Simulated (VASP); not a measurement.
The system is Be.

```
Be
1.0
    -1.94928    1.94928    1.07210
     1.94928   -1.94928    1.07210
     1.94928    1.94928   -1.07210
Be
2
Direct
  0.62500 0.87500 0.75000
  0.37500 0.12500 0.25000
```

- Program: VASP 6.6.1
- Task: relaxation of cell and atoms
- Functional: PBE
- Potentials or basis: VASP PAW PBE potentials, release 64 (Be)
- Cutoff: 600 eV
- k mesh: 20 × 20 × 20
- Occupations: fermi-dirac, width 0.08 eV
- Spin: no spin polarisation

At the start: pressure 13.6 GPa; volume 8.15 Å³/atom.

Q: How do energy, volume and symmetry change on relaxing?

A: Over 7 steps the energy falls by 83.6 meV/atom and the volume is 9.40 Å³/atom (+15.4 %); space group I4_1/amd (No. 141, to 0.1 Å) before and after.

Step by step:
```tsv
step	energy change (eV)	largest force (eV/Å)	pressure (GPa)	volume (Å³)
1	0.0000	0.0000	13.56	16.29
2	-0.1430	0.0000	3.25	17.96
3	-0.1629	0.0000	-2.42	19.36
4	-0.1649	0.0000	-1.27	19.03
5	-0.1649	0.0000	-1.06	18.97
6	-0.1671	0.0000	0.11	18.79
7	-0.1672	0.0000	0.03	18.80
```

Final structure:
```yaml
crystal:
  lattice:
    - [-2.10930, 2.10930, 1.05638]
    - [2.10930, -2.10930, 1.05638]
    - [2.10930, 2.10930, -1.05638]
  atoms:
    - { symbol: Be, position: [0.62500, 0.87500, 0.75000] }
    - { symbol: Be, position: [0.37500, 0.12500, 0.25000] }
```

Caveat: the volume moved by over 15 % at a fixed basis, so the end points are rough.
